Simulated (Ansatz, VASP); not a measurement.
## One calculation of Sb, two programs

```
Sb
1.0
     0.00000    3.10236    3.10236
     3.10236    0.00000    3.10236
     3.10236    3.10236    0.00000
Sb
2
Direct
  0.87500 0.87500 0.87500
  0.12500 0.12500 0.12500
```

Change from the starting cell: volume scaled by 0.7, LAPW.

Alike in both runs: task single point; functional PBE; k mesh 10 × 10 × 10; occupations fermi-dirac, width 0.08 eV; no spin polarisation.

|  | VASP | Ansatz |
| --- | --- | --- |
| version | VASP 6.6.1 | Ansatz 0.2.0 |
| potentials or method | VASP PAW PBE potentials, release 64 (Sb), cutoff 500 eV | all-electron LAPW, scalar-relativistic |

VASP gave:

```
pressure (GPa) : 23.0
```

**Question.** Estimate Ansatz's values.

**Answer.** Pressure (GPa): 22.7.

Ansatz ran all-electron here, and VASP with PAW potentials.

Spin-orbit coupling is off throughout.
